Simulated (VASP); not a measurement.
# As in VASP: single point with PBE+D3(BJ)

Aim: the single point of As with PBE+D3(BJ).

Program: VASP 6.6.1. These are calculated values, not measurements. Logs are shortened: lines on timing, memory, paths and dates and some standing lists are left out, and cuts for length are marked.

### Step 1. The cell of the first run

The cell holds a slab with vacuum, 2 atoms: a = 3.571 Å, b = 3.571 Å, c = 26.889 Å, α = 90.00°, β = 90.00°, γ = 120.00°.

### Step 2. Single point, PBE+D3(BJ)

Input file INCAR:

```
ALGO = Normal
DIPOL = 0.5 0.5 0.714
EDIFF = 1E-6
ENCUT = 400
GGA = PE
GGA_COMPAT = False
IDIPOL = 3
ISIF = 2
ISMEAR = 0
IVDW = 12
LASPH = True
LCHARG = False
LDIPOL = True
LREAL = False
LWAVE = False
NBANDS = 12
NELM = 120
NELMDL = -8
PREC = Accurate
SIGMA = 0.04
```

Input file KPOINTS:

```
k-points
0
Gamma
  18 18 1
```

Input file POSCAR:

```
As
1.0
    3.5708955074      0.0000000000      0.0000000000
   -1.7854477537      3.0924862237      0.0000000000
    0.0000000000      0.0000000000     26.8892385693
As
2
Direct
    0.3333333333      0.6666666667      0.6881244335
    0.0000000000      0.0000000000      0.7402958292
```

Potentials or basis: VASP PAW PBE potentials, release 64 (As).

On the command line:

```console
$ cat potpaw_PBE.64/As/POTCAR > POTCAR
$ mpirun -np 1 vasp_std > vasp.out
```

OUTCAR:

```text
EDIFF = 1E-6
   ENCUT = 400
   GGA = PE
   ISIF = 2
   ISMEAR = 0
   IVDW = 12
   LASPH = True
   LREAL = False
   NELM = 120
   NELMDL = -8
   PREC = Accurate
 IVDW          = 12

 ion  position               nearest neighbor table
   1  0.333  0.667  0.688-   2 2.49   2 2.49   2 2.49
   2  0.000  0.000  0.740-   1 2.49   1 2.49   1 2.49

  LATTYP: Found a hexagonal cell.
 ALAT       =     3.5708955074
 C/A-ratio  =     7.5301107281

  Lattice vectors:

 A1 = (   3.5708955074,   0.0000000000,   0.0000000000)
 A2 = (  -1.7854477537,   3.0924862237,   0.0000000000)
 A3 = (   0.0000000000,   0.0000000000,  26.8892385693)

Analysis of symmetry for initial positions (statically):
=====================================================================
 Subroutine PRICEL returns:
 Original cell was already a primitive cell.

 Routine SETGRP: Setting up the symmetry group for a
 hexagonal supercell.

 Subroutine GETGRP returns: Found 12 space group operations
 (whereof  6 operations were pure point group operations)
 out of a pool of 24 trial point group operations.

The static configuration has the point symmetry C_3v.
 The point group associated with its full space group is D_3d.

Analysis of symmetry for dynamics (positions and initial velocities):
=====================================================================
 Subroutine PRICEL returns:
 Original cell was already a primitive cell.

 Routine SETGRP: Setting up the symmetry group for a
 hexagonal supercell.

 Subroutine GETGRP returns: Found 12 space group operations
 (whereof  6 operations were pure point group operations)
 out of a pool of 24 trial point group operations.

The dynamic configuration has the point symmetry C_3v.
 The point group associated with its full space group is D_3d.

 Subroutine INISYM returns: Found 12 space group operations
 (whereof  6 operations are pure point group operations),
 and found     1 'primitive' translations

----------------------------------------------------------------------------------------

                                     Primitive cell

  volume of cell :     296.9364

  direct lattice vectors                    reciprocal lattice vectors
     3.570895507  0.000000000  0.000000000     0.280041798  0.161682208  0.000000000
    -1.785447754  3.092486224  0.000000000     0.000000000  0.323364415  0.000000000
     0.000000000  0.000000000 26.889238569     0.000000000  0.000000000  0.037189599

  length of vectors
     3.570895507  3.570895507 26.889238569     0.323364415  0.323364415  0.037189599

  position of ions in fractional coordinates (direct lattice)
     0.333333333  0.666666667  0.688124434
     0.000000000  0.000000000  0.740295829

  ion indices of the primitive-cell ions
   primitive index   ion index
                 1           1
                 2           2

----------------------------------------------------------------------------------------

 KPOINTS: k-points

Automatic generation of k-mesh.
 Grid dimensions read from file:
 generate k-points for:   18   18    1

 Generating k-lattice:

  Cartesian coordinates                     Fractional coordinates (reciprocal lattice)
     0.015557878  0.008982345  0.000000000     0.055555556 -0.000000000  0.000000000
     0.000000000  0.017964690  0.000000000     0.000000000  0.055555556  0.000000000
     0.000000000  0.000000000  0.037189599     0.000000000  0.000000000  1.000000000

  Length of vectors
     0.017964690  0.017964690  0.037189599

  Shift w.r.t. Gamma in fractional coordinates (k-lattice)
     0.000000000  0.000000000  0.000000000

 Subroutine IBZKPT returns following result:
 ===========================================

 Found     37 irreducible k-points:

 Following reciprocal coordinates:
            Coordinates               Weight
  0.000000  0.000000  0.000000      1.000000
  0.055556  0.000000  0.000000      6.000000
  0.111111  0.000000  0.000000      6.000000
  0.166667  0.000000  0.000000      6.000000
  0.222222  0.000000  0.000000      6.000000
  0.277778  0.000000  0.000000      6.000000
[... 16 lines left out ...]
  0.333333  0.111111  0.000000     12.000000
  0.388889  0.111111  0.000000     12.000000
 [... further k-points ...]
   k-points           NKPTS =     37   k-points in BZ     NKDIM =     37   number of bands    NBANDS=     12
   number of dos      NEDOS =    301   number of ions     NIONS =      2
   total plane-waves  NPLWV = 103680
   dimension x,y,z NGX =    24 NGY =   24 NGZ =  180
   dimension x,y,z NGXF=    48 NGYF=   48 NGZF=  360
   ions per type =               2
   NGX,Y,Z   is equivalent  to a cutoff of  11.17, 11.17, 11.13 a.u.
   NGXF,Y,Z  is equivalent  to a cutoff of  22.35, 22.35, 22.26 a.u.
 SYSTEM =  unknown system
   PREC   = accura    normal or accurate (medium, high low for compatibility)
   ISTART =      0    job   : 0-new  1-cont  2-samecut
   ICHARG =      2    charge: 1-file 2-atom 10-const
   ISPIN  =      1    spin polarized calculation?
   LNONCOLLINEAR =      F non collinear calculations
   LSORBIT =      F    spin-orbit coupling
   LASPH  =      T    aspherical Exc in radial PAW
   ENCUT  =  400.0 eV  29.40 Ry    5.42 a.u.   5.82  5.82 43.85*2*pi/ulx,y,z
   NELM   =    120;   NELMIN=  2; NELMDL= -8     # of ELM steps
   EDIFF  = 0.1E-05   stopping-criterion for ELM
   LREAL  =      F    real-space projection
   EDIFFG = 0.1E-04   stopping-criterion for IOM
   NSW    =      0    number of steps for IOM
   IBRION =     -1    ionic relax: 0-MD 1-quasi-New 2-CG
   NFREE  =      0    steps in history (QN), initial steepest desc. (CG)
   ISIF   =      2    stress and relaxation
   ISYM   =      2    0-nonsym 1-usesym 2-fastsym
   POTIM  = 0.5000    time-step for ionic-motion
   TEBEG  =    0.0;   TEEND  =   0.0 temperature during run
   PSTRESS=    0.0 pullay stress
   NELECT =      10.0000    total number of electrons
   NUPDOWN=      -1.0000    fix difference up-down
   EMIN   =  10.00;   EMAX   =-10.00  energy-range for DOS
   EFERMI =   0.00;   METHOD = LEGACY
   ISMEAR =     0;   SIGMA  =   0.04  broadening in eV -4-tet -1-fermi 0-gaus
   EFERMI_NEDOS =   21; number of points for ismear=-14 and -15
   IALGO  =     38    algorithm
   IMIX   =      4    mixing-type and parameters
     AMIX     =   0.40;   BMIX     =  1.00
     AMIX_MAG =   1.60;   BMIX_MAG =  1.00
  volume/ion in A,a.u.               =     148.47      1001.91
  Fermi-wavevector in a.u.,A,eV,Ry     =   0.528673  0.999047  3.802760  0.279495
  Thomas-Fermi vector in A             =   1.550413
   LORBIT       =      0    0 simple, 1 ext, 2 COOP (PROOUT), +10 PAW based schemes
   GGA     = PE    functional components
   LHFCALC =     F    Hartree Fock is set to
   AEXX    =    0.0000 exact exchange contribution
   IVDW    =    12    specifies the selected vdW correction
   LEPSILON=     F    determine dielectric tensor
   LRPA    =     F    only Hartree local field effects (RPA)
 non-spin polarized calculation
 Gauss-broadening in eV      SIGMA  =   0.04
  energy-cutoff  :      400.00
  volume of cell :      296.94
 maximum number of plane-waves:      5428
 NGX is ok and might be reduce to    24
   NGX = 11   NGY = 11   NGZ = 87

 dipolmoment           0.000000      0.000000     -0.000006 electrons x Angstroem

 number of electron      10.0000000 magnetization

 dipolmoment           0.000000      0.000000      0.000000 electrons x Angstroem

 Free energy of the ion-electron system (eV)
  ---------------------------------------------------
  ext. energy  EPLUGINS =         0.00000000
  ---------------------------------------------------
  free energy    TOTEN  =        -9.32899498 eV

  energy without entropy =       -9.32899498  energy(sigma->0) =       -9.32899498

 E-fermi :  -3.6572     XC(G=0):  -1.9660

 val. band max:       -3.8360504946   @ k =   0.0000   0.0000   0.0000
 cond. band min:      -2.3072691755   @ k =   0.3333  -0.0000   0.0000
 fundamental gap:      1.5287813191
 Fermi energy:        -3.6571706743

 k-point     1 :       0.0000    0.0000    0.0000
  band No.  band energies     occupation
      1     -17.5209      2.00000
      2     -11.1517      2.00000
      3      -4.5631      2.00000
      4      -3.8361      2.00000
      5      -3.8361      2.00000
      6      -1.8073      0.00000
      7      -0.3345      0.00000
      8      -0.3345      0.00000
      9       0.9011      0.00000
     10       1.1553      0.00000
     11       1.5779      0.00000
     12       1.8743      0.00000

 k-point     2 :       0.0556    0.0000    0.0000
  band No.  band energies     occupation
      1     -17.4788      2.00000
      2     -11.1422      2.00000
      3      -4.5407      2.00000
      4      -4.3187      2.00000
      5      -3.9365      2.00000
      6      -1.4223      0.00000
      7      -0.4297      0.00000
      8      -0.2324      0.00000
      9       0.9637      0.00000
     10       1.2063      0.00000
     11       1.6268      0.00000
     12       1.9245      0.00000

 k-point     3 :       0.1111    0.0000    0.0000
  band No.  band energies     occupation
      1     -17.3530      2.00000
      2     -11.1224      2.00000
      3      -5.2165      2.00000
      4      -4.4799      2.00000
      5      -4.1939      2.00000
      6      -1.2177      0.00000
      7      -0.2554      0.00000
      8       0.0167      0.00000
      9       1.1497      0.00000
     10       1.3550      0.00000
     11       1.7711      0.00000
     12       2.0742      0.00000

 k-point     4 :       0.1667    0.0000    0.0000
  band No.  band energies     occupation
      1     -17.1452      2.00000
      2     -11.1214      2.00000
      3      -6.1230      2.00000
      4      -4.5249      2.00000
      5      -4.4039      2.00000
      6      -1.5996      0.00000
      7       0.2682      0.00000
      8       0.2969      0.00000
      9       1.3886      0.00000
     10       1.6210      0.00000
     11       2.0119      0.00000
     12       2.3139      0.00000

 k-point     5 :       0.2222    0.0000    0.0000
  band No.  band energies     occupation
      1     -16.8586      2.00000
      2     -11.1948      2.00000
      3      -6.8875      2.00000
      4      -4.8643      2.00000
      5      -4.3648      2.00000
      6      -2.0138      0.00000
      7       0.5060      0.00000
      8       0.5147      0.00000
      9       1.5957      0.00000
     10       1.9670      0.00000
     11       2.3498      0.00000
     12       2.6276      0.00000
[... 228 lines left out ...]
      1     -16.3795      2.00000
      2     -11.4814      2.00000
      3      -7.3257      2.00000
      4      -5.9574      2.00000
      5      -4.3930      2.00000
      6      -1.5391      0.00000
      7      -0.0041      0.00000
      8       0.6483      0.00000
      9       2.1070      0.00000
     10       2.4445      0.00000
     11       2.8892      0.00000
     12       3.1965      0.00000

 k-point    22 :       0.2778    0.1111    0.0000
  band No.  band energies     occupation
      1     -15.9615      2.00000
      2     -11.8841      2.00000
      3      -7.5083      2.00000
      4      -6.2434      2.00000
      5      -4.6108      2.00000
      6      -1.6185      0.00000
      7       0.0004      0.00000
      8       0.3598      0.00000
      9       2.5794      0.00000
     10       2.8197      0.00000
     11       3.3665      0.00000
     12       3.7085      0.00000

 k-point    23 :       0.3333    0.1111    0.0000
  band No.  band energies     occupation
      1     -15.5080      2.00000
      2     -12.3907      2.00000
      3      -7.5343      2.00000
      4      -6.3714      2.00000
      5      -4.9594      2.00000
      6      -1.5154      0.00000
      7      -0.2909      0.00000
      8       0.2976      0.00000
      9       2.8503      0.00000
     10       3.1892      0.00000
     11       3.8725      0.00000
     12       4.1985      0.00000

 k-point    24 :       0.3889    0.1111    0.0000
  band No.  band energies     occupation
      1     -15.0867      2.00000
      2     -12.8734      2.00000
      3      -7.5086      2.00000
      4      -6.3311      2.00000
      5      -5.3346      2.00000
      6      -1.2876      0.00000
      7      -0.6522      0.00000
      8       0.3246      0.00000
      9       2.6487      0.00000
     10       3.8872      0.00000
     11       4.4852      0.00000
     12       4.8410      0.00000

 [... further k-points ...]

------------------------ aborting loop because EDIFF is reached ----------------------------------------

 vacuum level on the upper side and lower side of the slab       (xc-potential included)        -0.008        -0.008

 Edisp (eV)   -0.42359

 E8    (eV) :    -0.1922

  FORCE on cell =-STRESS in cart. coord.  units (eV):
  Direction    XX          YY          ZZ          XY          YZ          ZX
  --------------------------------------------------------------------------------------
  -------------------------------------------------------------------------------------
  Total       0.03962     0.03962     0.03405     0.00000     0.00000     0.00000
  in kB       0.21380     0.21380     0.18375     0.00000     0.00000     0.00000
  external pressure =        0.20 kB  Pullay stress =        0.00 kB

 VOLUME and BASIS-vectors are now :
 -----------------------------------------------------------------------------
  energy-cutoff  :      400.00
  volume of cell :      296.94
      direct lattice vectors                 reciprocal lattice vectors
     3.570895507  0.000000000  0.000000000     0.280041798  0.161682208  0.000000000
    -1.785447754  3.092486224  0.000000000     0.000000000  0.323364415  0.000000000
     0.000000000  0.000000000 26.889238569     0.000000000  0.000000000  0.037189599

 POSITION                                       TOTAL-FORCE (eV/Angst)
 -----------------------------------------------------------------------------------
     -0.00000      2.06166     18.50314         0.000000     -0.000000     -0.029735
      0.00000      0.00000     19.90599        -0.000000      0.000000      0.029735
 -----------------------------------------------------------------------------------
    total drift:                                0.000000      0.000000      0.000006

  FREE ENERGIE OF THE ION-ELECTRON SYSTEM (eV)
  ---------------------------------------------------
  free  energy   TOTEN  =        -9.7525840052 eV

  energy  without entropy=       -9.7525840052  energy(sigma->0) =       -9.75258401

 vacuum level on the upper side and lower side of the slab         1.413         1.413
```

Wall time 50 s (1 thread of Intel Xeon 6975P-C (Granite Rapids), shared host); peak memory 0.33 GiB.

Results:

* Free energy: -9.7526 eV
* Largest force: 0.030 eV/Å
* Band gap on the k mesh: 1.53 eV (least direct gap 2.03 eV)
* Dispersion energy per atom: -0.212 eV

Forces on the atoms (eV/Å):
```
As   0.000  0.000 -0.030
As   0.000  0.000  0.030
```

Levels at points of the mesh, in eV from the valence-band top:
```
           k point  band 3  band 4  band 5  band 6  band 7  band 8
(0.00, 0.00, 0.00)   -0.73    0.00    0.00    2.03    3.50    3.50
(0.50, 0.00, 0.00)   -3.55   -1.94   -1.71    1.92    3.01    4.48
```
